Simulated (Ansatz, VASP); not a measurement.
Cu3O2: VASP beside Ansatz

```
Cu O
1.0
    -2.03349    2.03349    3.66974
     2.03349   -2.03349    3.66974
     2.03349    2.03349   -3.66974
Cu O
3 2
Direct
  0.25000 0.75000 0.50000
  0.75000 0.25000 0.50000
  0.00000 0.00000 0.00000
  0.00000 0.50000 0.50000
  0.50000 0.00000 0.50000
```

Alike in both runs: task single point; functional LDA; k mesh 14 × 14 × 14; occupations gaussian, width 0.1 eV; no spin polarisation.

|  | VASP | Ansatz |
| --- | --- | --- |
| version | VASP 6.6.1 | Ansatz 0.2.0 |
| potentials or method | VASP PAW LDA potentials, release 64 (Cu, O), cutoff 520 eV | scalar-relativistic, plane waves, PAW |
| valence electrons in the cell | 45 | 69 |

```csv
,VASP,Ansatz,Ansatz less VASP
gap on the k mesh at the Fermi level (eV),none,none,-
pressure (GPa),-11.4,-12.4,-0.92
"traceless stress, the component that is largest in VASP (GPa)",-4.29,-5.23,-0.939
```

LDA's correlation is that of Perdew and Zunger in VASP and of Perdew and Wang (1992) in Ansatz. A gap of «none» marks a metal or a gap that the smearing closes. VASP's potentials hold 45 valence electrons a cell and Ansatz's 69, so a difference there can come from the potentials and not from the codes.
